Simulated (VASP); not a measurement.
The system is H2Rh.

```
CELL_PARAMETERS angstrom
4.35200 0.00000 0.00000
0.00000 4.35200 0.00000
0.00000 0.00000 2.80313
ATOMIC_POSITIONS crystal
H 0.30600 0.30600 0.00000
H 0.19400 0.80600 0.50000
H 0.69400 0.69400 0.00000
H 0.80600 0.19400 0.50000
Rh 0.00000 0.00000 0.00000
Rh 0.50000 0.50000 0.50000
```

```yaml
Program: VASP 6.6.1
Task: relaxation of cell and atoms
Functional: PBE
Potentials_or_basis: VASP PAW PBE potentials, release 64 (H, Rh_pv)
Cutoff: 600 eV
k_mesh: 4 × 4 × 6
Occupations: gaussian, width 0.1 eV
Spin: no spin polarisation
```

At the start: pressure -14.2 GPa; volume 8.85 Å³/atom.

How do energy, volume and symmetry change on relaxing?

Over 9 steps the energy falls by 82.1 meV/atom and the volume is 7.56 Å³/atom (-14.5 %); space group P4_2/mnm (No. 136, to 0.05 Å).

The path:
```tsv
step	energy change (eV)	largest force (eV/Å)	pressure (GPa)	volume (Å³)
1	0.0000	0.0334	-14.23	53.09
2	-0.3638	0.1284	-1.99	47.27
3	-0.3787	0.1411	1.60	46.11
4	-0.4633	0.1442	1.10	45.47
5	-0.4699	0.2683	1.22	45.21
6	-0.4840	0.1619	-0.42	45.58
7	-0.4878	0.0731	-1.81	45.90
8	-0.4925	0.0315	0.00	45.35
9	-0.4925	0.0260	-0.10	45.37
```

Final structure:
```
H Rh
1.0
     3.99111    0.00000    0.00000
     0.00000    3.99111    0.00000
     0.00000    0.00000    2.84858
H Rh
4 2
Cartesian
  1.2394 1.2394 0.0000
  0.7561 3.2350 1.4243
  2.7517 2.7517 0.0000
  3.2350 0.7561 1.4243
  0.0000 0.0000 0.0000
  1.9956 1.9956 1.4243
```

Caveat: the k points lie up to 0.39 Å⁻¹ apart in the final cell.
